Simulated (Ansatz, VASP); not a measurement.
**La: VASP beside Ansatz**

INCAR

```
SYSTEM = La
ALGO = Normal ; EDIFF = 1E-7
ENCUT = 520 ; GGA = PE
ISIF = 2 ; ISMEAR = -1
LASPH = .TRUE. ; LCHARG = .FALSE.
LREAL = .FALSE. ; LWAVE = .FALSE.
NBANDS = 12 ; NELM = 80
PREC = Accurate ; SIGMA = 0.08
```

Contents of KPOINTS:

```
k-points
0
G
  13 13 13
  0 0 0
```

File POSCAR:

```
La
1.0
   -2.0565260931      2.0565260931      2.0565260931
    2.0565260931     -2.0565260931      2.0565260931
    2.0565260931      2.0565260931     -2.0565260931
La
1
Direct
    0.0000000000      0.0000000000      0.0000000000
```

Input for Ansatz:

```yaml
crystal:
  lattice:
    - [-2.0565260931, 2.0565260931, 2.0565260931]
    - [2.0565260931, -2.0565260931, 2.0565260931]
    - [2.0565260931, 2.0565260931, -2.0565260931]
  atoms:
    - { symbol: La, position: [0.0, 0.0, 0.0] }
kpoints:
  mp_grid: { grid: [13, 13, 13] }
scf:
  occupations: { method: fermi_dirac, width: 0.08 }
hamiltonian:
  xc: pbe
  pseudopotentials: { kind: paw }
output:
  forces: true
  stress: true
  eigenvalues: true
  populations: true
  write_density: true
  write_potential: true
  elf: true
  volumetric_format: npy
```

Change from the starting cell: volume scaled by 0.92, PAW files.

Alike in both runs: task single point; functional PBE; k mesh 13 × 13 × 13; occupations fermi-dirac, width 0.08 eV; no spin polarisation.

```csv
,VASP,Ansatz
version,VASP 6.6.1,Ansatz 0.2.0
potentials or method,"VASP PAW PBE potentials, release 64 (La)","PAW with Ansatz's default frozen-core files, scalar-relativistic"
plane-wave cutoff (eV),520,420
valence electrons in the cell,11,11
```

Ansatz gave:

| Item | Value |
| --- | --- |
| pressure (GPa) | 2.5 |

Problem. What did VASP give for the same quantities?

Solution. Pressure (GPa): 2.6.

Neither program's run includes spin-orbit coupling.
